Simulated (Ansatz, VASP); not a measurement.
## Two plane-wave programs on IrPt2

Contents of INCAR:

```
PREC     = Accurate       # precision mode
ENCUT    = 500            # plane-wave cutoff, eV
EDIFF    = 1E-7           # SCF threshold, eV
ISMEAR   = 0              # smearing method
SIGMA    = 0.2            # smearing width, eV
LREAL    = F              # projectors in reciprocal space
LASPH    = T              # aspherical terms in the spheres
NELM     = 120            # most SCF steps
ALGO     = Normal         # electronic algorithm
ISIF     = 3              # what is computed and relaxed
LWAVE    = F              # write WAVECAR
LCHARG   = F              # write CHGCAR
GGA      = PE             # functional
IBRION   = 2              # ionic algorithm
NSW      = 36             # ionic steps
EDIFFG   = -0.08          # ionic threshold
GGA_COMPAT= F            
NELMIN   = 4
```

Contents of KPOINTS:

```
regular mesh
0
Gamma
  6 6 5
```

File POSCAR:

```
IrPt2
1.0
    3.9245422700      0.0000000000      0.0000000000
   -1.9622711300      3.3987533000      0.0000000000
    0.0000000000      0.0000000000      4.0080700200
Ir Pt
1 2
Direct
    0.0000000000      0.0000000000      0.5000000000
    0.3333333300      0.6666666700      0.0000000000
    0.6666666700      0.3333333300      0.0000000000
```

Input for Ansatz:

```yaml
crystal:
  lattice:
    - [3.92454227, 0.0, 0.0]
    - [-1.96227113, 3.3987533, 0.0]
    - [0.0, 0.0, 4.00807002]
  atoms:
    - { symbol: Ir, position: [0.0, 0.0, 0.5] }
    - { symbol: Pt, position: [0.33333333, 0.66666667, 0.0] }
    - { symbol: Pt, position: [0.66666667, 0.33333333, 0.0] }
basis:
  ecutwfc: 420
kpoints:
  mp_grid: { grid: [6, 6, 5] }
hamiltonian:
  xc: pbe
scf:
  occupations: { method: gaussian, width: 0.2 }
  lower_state_search: "off"
output:
  forces: true
  stress: true
  eigenvalues: true
relax:
  adjacent_minimum: "off"
  f_tol: 0.08
  max_steps: 16
  cell: { stress_tol: 0.8 }
```

Alike in both runs: task relaxation of cell and atoms; functional PBE; k mesh 6 × 6 × 5; occupations gaussian, width 0.2 eV; no spin polarisation.

```csv
,VASP,Ansatz
version,VASP 6.6.1,Ansatz 0.2.0
potentials or method,"VASP PAW PBE potentials, release 64 (Ir, Pt), cutoff 500 eV","scalar-relativistic, plane waves, PAW"
valence electrons in the cell,29,53
```

VASP gave:

| Property | Result |
| --- | --- |
| gap on the k mesh at the Fermi level, each at its own relaxed structure (eV) | none |
| relaxed volume (Å³/atom) | 15.64 |
| relaxed cell length with the largest relative difference (Å) | 2.692 |

Problem. Estimate Ansatz's values.

Solution. gap on the k mesh at the Fermi level, each at its own relaxed structure (eV): none; relaxed volume (Å³/atom): 15.66; relaxed cell length with the largest relative difference (Å): 2.684.

A gap of «none» marks a metal or a gap that the smearing closes. VASP's potentials hold 29 valence electrons a cell and Ansatz's 53, so a difference there can come from the potentials and not from the codes.

Neither program's run includes spin-orbit coupling.
